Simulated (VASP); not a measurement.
A run of VASP 6.6.1:

Contents of INCAR:

```
PREC = Accurate ; ENCUT = 520
EDIFF = 1E-8 ; ISMEAR = -1
SIGMA = 0.05 ; LREAL = F
LASPH = T ; NELM = 100
ALGO = Normal ; ISIF = 2
LWAVE = F ; LCHARG = F
LEFG = T ; NBANDS = 30
```

Contents of KPOINTS:

```
Automatic mesh
0
Gamma
  8 8 8
```

Contents of POSCAR:

```
SnPt3
1.0
    3.9731535535      0.0000000000      0.0000000000
    0.0000000000      3.9731535535      0.0000000000
    0.0000000000      0.0000000000      3.9731535535
Sn Pt
1 3
Direct
    0.0000000000      0.0000000000      0.0000000000
    0.0000000000      0.5000000000      0.5000000000
    0.5000000000      0.0000000000      0.5000000000
    0.5000000000      0.5000000000      0.0000000000
```

Potentials or basis: VASP PAW LDA potentials, release 64 (Sn_d, Pt).

Command:

```sh
$ cat potpaw_LDA.64/Sn_d/POTCAR potpaw_LDA.64/Pt/POTCAR > POTCAR
$ mpirun -np 1 vasp_std > vasp.out
```

Hardware: 1 thread of Intel(R) Xeon(R) 6975P-C (Granite Rapids) (shared host).

**Question.** How long does it take, and how much memory?

**Answer.** It took 22 s on 1 thread of Intel(R) Xeon(R) 6975P-C (Granite Rapids) (shared host), peak memory 0.18 GiB. Counts: scf iterations 13, k points 35.
